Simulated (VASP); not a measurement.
Runs of VASP 6.6.1 on K2S. The structure is that of space group Fm-3m (No. 225), or close to it. The cells are those of the table. 

```tsv
cell	gap on the mesh (eV)	pressure (GPa)
a = 5.226 Å, angles 60.0°, 3 atoms	2.39	0.6
a = 5.362 Å, angles 60.0°, 3 atoms	2.20	-0.8
a = 5.318 Å, angles 60.0°, 3 atoms	2.26	-0.4
a = 5.083 Å, angles 60.0°, 3 atoms	2.61	2.7
a = 5.272 Å, angles 60.0°, 3 atoms	(a)	0.1
a = 5.132 Å, angles 60.0°, 3 atoms	(b)	1.9
a = 5.179 Å, angles 60.0°, 3 atoms	2.46	1.2
```

Alike in all rows: task single point; level PBE; potentials or basis VASP PAW PBE potentials, release 64 (K_sv, S); no spin polarisation; k mesh 4 × 4 × 4; cutoff (eV) 500; smearing gaussian 0.01 eV.

Question: Fill in the values left out.

Answer: (a) 2.33; (b) 2.54.

A k mesh can miss the band edges.
